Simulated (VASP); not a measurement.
# Ga4As3P (sol) (Cm) in VASP: single point with PBEsol

Aim: the single point of Ga4As3P (sol) with PBEsol.

Everything below comes from runs of VASP 6.6.1. Logs are shortened: lines on timing, memory, paths and dates and some standing lists are left out, and cuts for length are marked.

## 1. The cell of the first run

The structure is monoclinic, space group Cm (No. 8). Conventional cell: a = 13.139 Å, b = 3.962 Å, c = 6.863 Å, α = 90.00°, β = 100.03°, γ = 90.00°. Ga (site symmetry m) has 1 P at 2.36 Å and 3 As at 2.44 Å within 3.1 Å. Ga (site symmetry m) has 2 P at 2.39 Å and 2 As at 2.45 to 2.46 Å within 3.2 Å. Within 3.2 Å of Ga (site symmetry m) lie 4 As at 2.43 to 2.44 Å. Ga (site symmetry m) has 1 P at 2.37 Å and 3 As at 2.45 Å within 3.1 Å. Within 3.1 Å of P (site symmetry m) lie 4 Ga at 2.36 to 2.39 Å. Within 3.2 Å of As (site symmetry m) lie 4 Ga at 2.43 to 2.45 Å. As (site symmetry m) has 4 Ga at 2.44 to 2.46 Å within 3.2 Å. Within 3.2 Å of As (site symmetry m) lie 4 Ga at 2.43 to 2.45 Å.

## 2. Single point, PBEsol

The input, INCAR:

```
SYSTEM = Ga4As3P
  PREC = Accurate
  ENCUT = 500
  EDIFF = 1E-6
  ISMEAR = 0
  SIGMA = 0.02
  LREAL = .FALSE.
  LASPH = .TRUE.
  NELM = 120
  ALGO = Normal
  ISIF = 2
  LWAVE = .FALSE.
  LCHARG = .FALSE.
  GGA = PS
  NBANDS = 46
  GGA_COMPAT = .FALSE.
```

The input, KPOINTS:

```
regular mesh
0
G
  8 8 4
  0 0 0
```

The input, POSCAR:

```
Ga4As3P
1.0
   -2.8015109078      2.8015109078      0.0000000000
   -2.8010072247     -5.6025181325      2.8009911545
    2.8016720894      2.8016720894      5.6034747959
Ga P As
4 1 3
Direct
    0.0052886456      0.0105772912      0.0012353653
    0.7474667015      0.4949334029      0.2417629343
    0.4984866858     -0.0030266284      0.4999927058
    0.2487628048      0.4975256095      0.7571159614
    0.1879008731      0.3758017461      0.0629282670
    0.9365972086      0.8731944173      0.3093087866
    0.6873289058      0.3746578117      0.5621409343
    0.4381681749      0.8763363497      0.8155150453
```

Potentials or basis: VASP PAW PBE potentials, release 64 (Ga_d, P, As).

Run with:

```console
$ cat potpaw_PBE.64/Ga_d/POTCAR potpaw_PBE.64/P/POTCAR potpaw_PBE.64/As/POTCAR > POTCAR
$ mpirun -np 1 vasp_std > vasp.out
```

OUTCAR:

```text
SYSTEM = Ga4As3P
   PREC = Accurate
   ENCUT = 500
   EDIFF = 1E-6
   ISMEAR = 0
   LREAL = .FALSE.
   LASPH = .TRUE.
   NELM = 120
   ISIF = 2
   GGA = PS

 ion  position               nearest neighbor table
   1  0.005  0.011  0.001-   5 2.36   8 2.44   8 2.44   6 2.44
   2  0.747  0.495  0.242-   5 2.39   5 2.39   6 2.45   7 2.46
   3  0.498  0.997  0.500-   8 2.43   6 2.43   6 2.43   7 2.44
   4  0.249  0.498  0.757-   5 2.37   7 2.45   7 2.45   8 2.45
   5  0.188  0.376  0.063-   1 2.36   4 2.37   2 2.39   2 2.39
   6  0.937  0.873  0.309-   3 2.43   3 2.43   1 2.44   2 2.45
   7  0.687  0.375  0.562-   3 2.44   4 2.45   4 2.45   2 2.46
   8  0.438  0.876  0.816-   3 2.43   1 2.44   1 2.44   4 2.45

  LATTYP: Found a base centered monoclinic cell.
 ALAT       =    13.1385190432
 B/A-ratio  =     0.3015510887
 C/A-ratio  =     0.5223399739
 COS(beta)  =    -0.1740917789

  Lattice vectors:

 A1 = (  -5.6025181325,  -2.8010072247,   2.8009911545)
 A2 = (  -2.8010072247,  -5.6025181325,   2.8009911545)
 A3 = (   2.8016720894,   2.8016720894,   5.6034747959)

Analysis of symmetry for initial positions (statically):
=====================================================================
 Subroutine PRICEL returns:
 Original cell was already a primitive cell.

 Routine SETGRP: Setting up the symmetry group for a
 base centered monoclinic supercell.

 Subroutine GETGRP returns: Found  2 space group operations
 (whereof  2 operations were pure point group operations)
 out of a pool of  4 trial point group operations.

The static configuration has the point symmetry C_1h.

Analysis of symmetry for dynamics (positions and initial velocities):
=====================================================================
 Subroutine PRICEL returns:
 Original cell was already a primitive cell.

 Routine SETGRP: Setting up the symmetry group for a
 base centered monoclinic supercell.

 Subroutine GETGRP returns: Found  2 space group operations
 (whereof  2 operations were pure point group operations)
 out of a pool of  4 trial point group operations.

The dynamic configuration has the point symmetry C_1h.

 Subroutine INISYM returns: Found  2 space group operations
 (whereof  2 operations are pure point group operations),
 and found     1 'primitive' translations

----------------------------------------------------------------------------------------

                                     Primitive cell

  volume of cell :     175.8897

  direct lattice vectors                    reciprocal lattice vectors
    -2.801510908  2.801510908  0.000000000    -0.223100243  0.133850000  0.044624082
    -2.801007225 -5.602518133  2.800991155    -0.089250244 -0.089250244  0.089248163
     2.801672089  2.801672089  5.603474796     0.044613236  0.044613236  0.133848498

  length of vectors
     3.961934721  6.861443168  6.862773694     0.263971305  0.154584755  0.147973315

  position of ions in fractional coordinates (direct lattice)
     0.005288646  0.010577291  0.001235365
     0.747466702  0.494933403  0.241762934
     0.498486686  0.996973372  0.499992706
     0.248762805  0.497525610  0.757115961
     0.187900873  0.375801746  0.062928267
     0.936597209  0.873194417  0.309308787
     0.687328906  0.374657812  0.562140934
     0.438168175  0.876336350  0.815515045

  ion indices of the primitive-cell ions
   primitive index   ion index
                 1           1
                 2           2
                 3           3
                 4           4
                 5           5
                 6           6
                 7           7
                 8           8

----------------------------------------------------------------------------------------

 KPOINTS: regular mesh

Automatic generation of k-mesh.
 Grid dimensions read from file:
 generate k-points for:    8    8    4

 Generating k-lattice:

  Cartesian coordinates                     Fractional coordinates (reciprocal lattice)
    -0.027887530  0.016731250  0.005578010     0.125000000  0.000000000 -0.000000000
    -0.011156280 -0.011156280  0.011156020     0.000000000  0.125000000  0.000000000
     0.011153309  0.011153309  0.033462124     0.000000000  0.000000000  0.250000000

  Length of vectors
     0.032996413  0.019323094  0.036993329

  Shift w.r.t. Gamma in fractional coordinates (k-lattice)
     0.000000000  0.000000000  0.000000000

 Subroutine IBZKPT returns following result:
 ===========================================

 Found     78 irreducible k-points:

 Following reciprocal coordinates:
            Coordinates               Weight
  0.000000  0.000000  0.000000      1.000000
  0.125000 -0.000000  0.000000      4.000000
  0.250000 -0.000000  0.000000      4.000000
  0.375000 -0.000000  0.000000      4.000000
  0.500000 -0.000000  0.000000      2.000000
  0.000000  0.125000 -0.000000      2.000000
[... 16 lines left out ...]
  0.125000 -0.000000  0.250000      4.000000
  0.250000  0.000000  0.250000      4.000000
 [... further k-points ...]
   k-points           NKPTS =     78   k-points in BZ     NKDIM =     78   number of bands    NBANDS=     46
   number of dos      NEDOS =    301   number of ions     NIONS =      8
   total plane-waves  NPLWV =  75000
   dimension x,y,z NGX =    30 NGY =   50 NGZ =   50
   dimension x,y,z NGXF=    60 NGYF=  100 NGZF=  100
   ions per type =               4   1   3
   NGX,Y,Z   is equivalent  to a cutoff of  12.59, 12.11, 12.11 a.u.
   NGXF,Y,Z  is equivalent  to a cutoff of  25.18, 24.23, 24.22 a.u.
 SYSTEM =  Ga4As3P
   PREC   = accura    normal or accurate (medium, high low for compatibility)
   ISTART =      0    job   : 0-new  1-cont  2-samecut
   ICHARG =      2    charge: 1-file 2-atom 10-const
   ISPIN  =      1    spin polarized calculation?
   LNONCOLLINEAR =      F non collinear calculations
   LSORBIT =      F    spin-orbit coupling
   LASPH  =      T    aspherical Exc in radial PAW
   ENCUT  =  500.0 eV  36.75 Ry    6.06 a.u.   7.22 12.51 12.51*2*pi/ulx,y,z
   NELM   =    120;   NELMIN=  2; NELMDL= -5     # of ELM steps
   EDIFF  = 0.1E-05   stopping-criterion for ELM
   LREAL  =      F    real-space projection
   EDIFFG = 0.1E-04   stopping-criterion for IOM
   NSW    =      0    number of steps for IOM
   IBRION =     -1    ionic relax: 0-MD 1-quasi-New 2-CG
   NFREE  =      0    steps in history (QN), initial steepest desc. (CG)
   ISIF   =      2    stress and relaxation
   ISYM   =      2    0-nonsym 1-usesym 2-fastsym
   POTIM  = 0.5000    time-step for ionic-motion
   TEBEG  =    0.0;   TEEND  =   0.0 temperature during run
   PSTRESS=    0.0 pullay stress
   NELECT =      72.0000    total number of electrons
   NUPDOWN=      -1.0000    fix difference up-down
   EMIN   =  10.00;   EMAX   =-10.00  energy-range for DOS
   EFERMI =   0.00;   METHOD = LEGACY
   ISMEAR =     0;   SIGMA  =   0.02  broadening in eV -4-tet -1-fermi 0-gaus
   EFERMI_NEDOS =   21; number of points for ismear=-14 and -15
   IALGO  =     38    algorithm
   IMIX   =      4    mixing-type and parameters
     AMIX     =   0.40;   BMIX     =  1.00
     AMIX_MAG =   1.60;   BMIX_MAG =  1.00
  volume/ion in A,a.u.               =      21.99       148.37
  Fermi-wavevector in a.u.,A,eV,Ry     =   1.215548  2.297053 20.103392  1.477558
  Thomas-Fermi vector in A             =   2.350932
   LORBIT       =      0    0 simple, 1 ext, 2 COOP (PROOUT), +10 PAW based schemes
   GGA     = PS    functional components
   LHFCALC =     F    Hartree Fock is set to
   AEXX    =    0.0000 exact exchange contribution
   IVDW    =     0    specifies the selected vdW correction
   LEPSILON=     F    determine dielectric tensor
   LRPA    =     F    only Hartree local field effects (RPA)
 non-spin polarized calculation
 Gauss-broadening in eV      SIGMA  =   0.02
  energy-cutoff  :      500.00
  volume of cell :      175.89
 maximum number of plane-waves:      4489
 NGX is ok and might be reduce to    30
   NGX = 15   NGY = 25   NGZ = 25

 number of electron      72.0000028 magnetization

 Free energy of the ion-electron system (eV)
  ---------------------------------------------------
  ext. energy  EPLUGINS =         0.00000000
  ---------------------------------------------------
  free energy    TOTEN  =       -37.15444832 eV

  energy without entropy =      -37.15444832  energy(sigma->0) =      -37.15444832

 E-fermi :   4.1189     XC(G=0):  -9.8354

 val. band max:        4.0220457371   @ k =   0.0000   0.0000   0.0000
 cond. band min:       4.7417923533   @ k =   0.0000   0.0000   0.0000
 fundamental gap:      0.7197466162
 Fermi energy:         4.1189272301

 k-point     1 :       0.0000    0.0000    0.0000
  band No.  band energies     occupation
      1     -10.8630      2.00000
      2     -10.8432      2.00000
      3     -10.8094      2.00000
      4     -10.7808      2.00000
      5     -10.7603      2.00000
      6     -10.7338      2.00000
[... 38 lines left out ...]
     45       8.5897      0.00000
     46       8.7211      0.00000

 k-point     2 :       0.1250   -0.0000    0.0000
  band No.  band energies     occupation
      1     -10.8617      2.00000
      2     -10.8435      2.00000
      3     -10.8116      2.00000
      4     -10.7837      2.00000
      5     -10.7575      2.00000
      6     -10.7319      2.00000
[... 38 lines left out ...]
     45       8.3284      0.00000
     46       8.3827      0.00000

 k-point     3 :       0.2500   -0.0000    0.0000
  band No.  band energies     occupation
      1     -10.8609      2.00000
      2     -10.8454      2.00000
      3     -10.8183      2.00000
      4     -10.7908      2.00000
      5     -10.7538      2.00000
      6     -10.7334      2.00000
[... 38 lines left out ...]
     45       9.0389      0.00000
     46       9.4511      0.00000

 k-point     4 :       0.3750   -0.0000    0.0000
  band No.  band energies     occupation
      1     -10.8638      2.00000
      2     -10.8485      2.00000
      3     -10.8236      2.00000
      4     -10.8029      2.00000
      5     -10.7536      2.00000
      6     -10.7333      2.00000
[... 920 lines left out ...]
     45       8.4479      0.00000
     46       9.1305      0.00000

 k-point    23 :       0.1250   -0.0000    0.2500
  band No.  band energies     occupation
      1     -10.8596      2.00000
      2     -10.8432      2.00000
      3     -10.8054      2.00000
      4     -10.7842      2.00000
      5     -10.7628      2.00000
      6     -10.7305      2.00000
[... 38 lines left out ...]
     45       8.8255      0.00000
     46       9.1373      0.00000

 k-point    24 :       0.2500    0.0000    0.2500
  band No.  band energies     occupation
      1     -10.8605      2.00000
      2     -10.8480      2.00000
      3     -10.8136      2.00000
      4     -10.7924      2.00000
      5     -10.7568      2.00000
      6     -10.7315      2.00000
[... 38 lines left out ...]
     45       9.4726      0.00000
     46       9.5649      0.00000

 [... further k-points ...]
[... 5 lines left out ...]
  --------------------------------------------------------------------------------------
  -------------------------------------------------------------------------------------
  Total        0.1794656      0.1794656      0.1773094     -0.0020463      0.0001648      0.0001648
  in kB        1.6347506      1.6347506      1.6151098     -0.0186401      0.0015014      0.0015014
  external PRESSURE =       1.6282037 kB  Pullay stress =       0.0000000 kB

 VOLUME and BASIS-vectors are now :
 -----------------------------------------------------------------------------
  energy-cutoff  :      500.00
  volume of cell :      175.89
      direct lattice vectors                 reciprocal lattice vectors
    -2.801510908  2.801510908  0.000000000    -0.223100243  0.133850000  0.044624082
    -2.801007225 -5.602518133  2.800991155    -0.089250244 -0.089250244  0.089248163
     2.801672089  2.801672089  5.603474796     0.044613236  0.044613236  0.133848498

 POSITION                                       TOTAL-FORCE (eV/Angst)
 -----------------------------------------------------------------------------------
     -0.04098     -0.04098      0.03655        -0.011673     -0.011673      0.010534
     -2.80301     -0.00150      2.74102        -0.000435     -0.000435     -0.017037
     -2.78823     -2.78823      5.59421         0.000422      0.000422     -0.000425
      0.03071      0.03071      5.63605         0.010430      0.010430      0.010563
     -1.40273     -1.40273      1.40523         0.001648      0.001648     -0.003415
     -4.20313     -1.40162      4.17901        -0.000478     -0.000478     -0.000241
     -1.40004      1.40147      4.19936         0.000086      0.000086     -0.000926
     -1.39735     -1.39735      7.02433         0.000000      0.000000      0.000949
 -----------------------------------------------------------------------------------
    total drift:                               -0.000002      0.000200     -0.000890

  FREE ENERGIE OF THE ION-ELECTRON SYSTEM (eV)
  ---------------------------------------------------
  free  energy   TOTEN  =       -37.1544483184 eV

  energy  without entropy=      -37.1544483184  energy(sigma->0) =      -37.15444832
```

Wall time 18 min (1 thread of Intel Xeon 8259CL, shared host); peak memory 0.59 GiB.

Results:

- Free energy: -37.1544 eV
- Pressure: 0.2 GPa
- Largest force: 0.020 eV/Å
- Band gap on the k mesh: 0.72 eV, direct

Forces on the atoms (eV/Å):
```
Ga  -0.012 -0.012  0.011
Ga   0.000  0.000 -0.017
Ga   0.000  0.000  0.000
Ga   0.010  0.010  0.011
P    0.002  0.002 -0.003
As   0.000  0.000  0.000
As   0.000  0.000 -0.001
As   0.000  0.000  0.001
```

Caveat: the PAW data sets were made with another functional, which shifts forces and pressure a little.
